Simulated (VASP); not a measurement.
# Sb (I4/mmm) in VASP: notebook

Aim: see how the results for Sb move with the level of theory and the settings. Levels: PBEsol-based global hybrid with 25 % exact exchange, HF, PBEsol-based screened hybrid with 25 % exact exchange. Tasks: single point.

Program: VASP 6.6.1. These are calculated values, not measurements. Logs are shortened: lines on timing, memory, paths and dates and some standing lists are left out, and cuts for length are marked.

## (1) The cell of the first run

It takes space group I4/mmm (No. 139, tetragonal). The conventional cell has a = 3.153 Å, b = 3.153 Å, c = 5.424 Å, α = 90.00°, β = 90.00°, γ = 90.00°. Sb (site symmetry 4/mmm) has 12 Sb at 3.15 to 3.51 Å within 4.1 Å.

## (2) Single point, PBEsol-based global hybrid with 25 % exact exchange

File POSCAR:

```
Sb
1.0
   -1.5765401831      1.5765401831      2.7119384313
    1.5765401831     -1.5765401831      2.7119384313
    1.5765401831      1.5765401831     -2.7119384313
Sb
1
Direct
    0.0000000000      0.0000000000      0.0000000000
```

File INCAR.step1:

```
PREC = Accurate
ENCUT = 400
EDIFF = 1E-5
ISMEAR = -1
SIGMA = 0.05
LREAL = False
LASPH = True
NELM = 120
ALGO = Normal
ISIF = 2
LWAVE = True
LCHARG = False
GGA = PE
NBANDS = 14
GGA_COMPAT = False
```

File INCAR.step2:

```
PREC = Accurate
ENCUT = 400
EDIFF = 1E-6
ISMEAR = -1
SIGMA = 0.05
LREAL = False
LASPH = True
NELM = 120
ALGO = Normal
ISIF = 2
LWAVE = False
LCHARG = False
GGA = PS
LHFCALC = True
AEXX = 0.25
PRECFOCK = Normal
ISTART = 1
NBANDS = 14
GGA_COMPAT = False
```

File KPOINTS:

```
Automatic mesh
0
Gamma
  6 6 6
```

Potentials or basis: VASP PAW PBE potentials, release 64 (Sb_d_GW).

Launch:

```
> cat potpaw_PBE.64/Sb_d_GW/POTCAR > POTCAR
> cp INCAR.step1 INCAR
> mpirun -np 1 vasp_std > vasp.out
> cp INCAR.step2 INCAR
> mpirun -np 1 vasp_std > vasp.out
```

OUTCAR:

```text
PREC = Accurate
   ENCUT = 400
   EDIFF = 1E-6
   ISMEAR = -1
   LREAL = False
   LASPH = True
   NELM = 120
   ISIF = 2
   GGA = PS
   LHFCALC = True
   AEXX = 0.25
   PRECFOCK = Normal
   ISTART = 1

 ion  position               nearest neighbor table
   1  0.000  0.000  0.000-

  LATTYP: Found a body centered tetragonal cell.
 ALAT       =     3.1530803662
 C/A-ratio  =     1.7201835135

  Lattice vectors:

 A1 = (  -1.5765401831,   1.5765401831,   2.7119384313)
 A2 = (   1.5765401831,  -1.5765401831,   2.7119384313)
 A3 = (   1.5765401831,   1.5765401831,  -2.7119384313)

Analysis of symmetry for initial positions (statically):
=====================================================================
 Subroutine PRICEL returns:
 Original cell was already a primitive cell.

 Routine SETGRP: Setting up the symmetry group for a
 body centered tetragonal supercell.

 Subroutine GETGRP returns: Found 16 space group operations
 (whereof 16 operations were pure point group operations)
 out of a pool of 16 trial point group operations.

The static configuration has the point symmetry D_4h.

Analysis of symmetry for dynamics (positions and initial velocities):
=====================================================================
 Subroutine PRICEL returns:
 Original cell was already a primitive cell.

 Routine SETGRP: Setting up the symmetry group for a
 body centered tetragonal supercell.

 Subroutine GETGRP returns: Found 16 space group operations
 (whereof 16 operations were pure point group operations)
 out of a pool of 16 trial point group operations.

The dynamic configuration has the point symmetry D_4h.

 Subroutine INISYM returns: Found 16 space group operations
 (whereof 16 operations are pure point group operations),
 and found     1 'primitive' translations

----------------------------------------------------------------------------------------

                                     Primitive cell

  volume of cell :      26.9619

[... 94 lines left out ...]
   POTIM  = 0.5000    time-step for ionic-motion
   TEBEG  =    0.0;   TEEND  =   0.0 temperature during run
   PSTRESS=    0.0 pullay stress
   NELECT =      15.0000    total number of electrons
   NUPDOWN=      -1.0000    fix difference up-down
   EMIN   =  10.00;   EMAX   =-10.00  energy-range for DOS
   EFERMI =   0.00;   METHOD = LEGACY
   ISMEAR =    -1;   SIGMA  =   0.05  broadening in eV -4-tet -1-fermi 0-gaus
   EFERMI_NEDOS =   21; number of points for ismear=-14 and -15
   IALGO  =     38    algorithm
   IMIX   =      1    mixing-type and parameters
     AMIX     =   0.40;   BMIX     =  1.00
     AMIX_MAG =   1.60;   BMIX_MAG =  1.00
  volume/ion in A,a.u.               =      26.96       181.95
  Fermi-wavevector in a.u.,A,eV,Ry     =   1.346445  2.544412 24.666194  1.812914
  Thomas-Fermi vector in A             =   2.474276
   LORBIT       =      0    0 simple, 1 ext, 2 COOP (PROOUT), +10 PAW based schemes
   GGA     = PS    functional components
   LHFCALC =     T    Hartree Fock is set to
   PRECFOCK=normal    Normal, Fast or Accurate (Low or Medium for compatibility)
   ENCUT4O =  -1.0   cutoff for four orbital integrals eV
   NKREDX  =     1    reduce k-point grid by
   NKREDY  =     1    reduce k-point grid by
   NKREDZ  =     1    reduce k-point grid by
   AEXX    =    0.2500 exact exchange contribution
   HFSCREEN=    0.0000 screening length (either q_TF or 0.3 A-1)
   HFSCREENC=   0.0000 screening length for correlation (either q_TF or 0.3 A-1)
   ENCUTFOCK=  -1.0 apply spherical cutoff to Coloumb kernel
   IVDW    =     0    specifies the selected vdW correction
   LEPSILON=     F    determine dielectric tensor
   LRPA    =     F    only Hartree local field effects (RPA)
 non-spin polarized calculation
  energy-cutoff  :      400.00
  volume of cell :       26.96
 maximum number of plane-waves:       501
  NGX = 18; NGY = 18; NGZ = 18

 number of electron      15.0000016 magnetization

 Free energy of the ion-electron system (eV)
  ---------------------------------------------------
  ext. energy  EPLUGINS =         0.00000000
  ---------------------------------------------------
  free energy    TOTEN  =        -5.47135758 eV

  energy without entropy =       -5.46955430  energy(sigma->0) =       -5.47045594

 E-fermi :   6.7486     XC(G=0):  -8.4845

 val. band max:        5.7865007532   @ k =  -0.3333   0.3333   0.0000
 cond. band min:       6.8860500683   @ k =   0.5000   0.3333  -0.0000
 fundamental gap:      1.0995493151
 Fermi energy:         6.7485616072

 k-point     1 :       0.0000    0.0000    0.0000
  band No.  band energies     occupation
      1     -26.1087      2.00000
      2     -26.0955      2.00000
      3     -26.0488      2.00000
      4     -26.0488      2.00000
      5     -25.9599      2.00000
      6      -8.7660      2.00000
      7      11.8451      0.00000
      8      12.6710      0.00000
      9      12.6710      0.00000
     10      17.2518      0.00000
     11      17.9124      0.00000
     12      18.4999      0.00000
     13      18.6889      0.00000
     14      18.6904      0.00000
[... 377 lines left out ...]
      1     -26.1073      2.00000
      2     -26.0806      2.00000
      3     -26.0300      2.00000
      4     -26.0223      2.00000
      5     -25.9623      2.00000
      6      -6.9474      2.00000
      7       4.6742      2.00000
      8       7.4935      0.00000
      9      10.7640      0.00000
     10      14.7052      0.00000
     11      17.5515      0.00000
     12      19.8196      0.00000
     13      22.8693      0.00000
     14      23.8700      0.00000

 [... further k-points ...]

------------------------ aborting loop because EDIFF is reached ----------------------------------------

  FORCE on cell =-STRESS in cart. coord.  units (eV):
  Direction    XX          YY          ZZ          XY          YZ          ZX
  --------------------------------------------------------------------------------------
  -------------------------------------------------------------------------------------
  Total       -0.3879865     -0.3879865     -0.8471720      0.0000000     -0.0000000      0.0000000
  in kB      -23.0556433    -23.0556433    -50.3422102      0.0000000     -0.0000000      0.0000000
  external PRESSURE =     -32.1511656 kB  Pullay stress =       0.0000000 kB

 VOLUME and BASIS-vectors are now :
 -----------------------------------------------------------------------------
  energy-cutoff  :      400.00
  volume of cell :       26.96
      direct lattice vectors                 reciprocal lattice vectors
    -1.576540183  1.576540183  2.711938431     0.000000000  0.317150178  0.184369967
     1.576540183 -1.576540183  2.711938431     0.317150178  0.000000000  0.184369967
     1.576540183  1.576540183 -2.711938431     0.317150178  0.317150178  0.000000000

 POSITION                                       TOTAL-FORCE (eV/Angst)
 -----------------------------------------------------------------------------------
      0.00000      0.00000      0.00000        -0.000000      0.000000     -0.000000
 -----------------------------------------------------------------------------------
    total drift:                               -0.000000      0.000000     -0.000002

  FREE ENERGIE OF THE ION-ELECTRON SYSTEM (eV)
  ---------------------------------------------------
  free  energy   TOTEN  =        -5.4713575829 eV

  energy  without entropy=       -5.4695543021  energy(sigma->0) =       -5.47045594
```

Run time: 14 min. Hardware: 1 thread of AMD EPYC 9R45 (Zen 5), shared host; peak memory 0.13 GiB.

What came out:

```yaml
Free_energy: -5.4714 eV
Pressure: -3.2 GPa
Band_gap_on_the_k_mesh: zero (an odd number of electrons rules out a gap without spin polarisation)
```

Caveat: the k points lie up to 0.38 Å⁻¹ apart, too coarse for converged energies and pressures of a metal; the PAW data sets were made with another functional, which shifts forces and pressure a little; spin-orbit coupling is left out, which moves the levels of the heavy elements; an odd number of electrons without spin polarisation forces a metal; a magnetic or distorted state may lie lower.

(Continued in part 2 of 2.)

The gap in the log of VASP goes by the Fermi energy; the results here count the filled bands.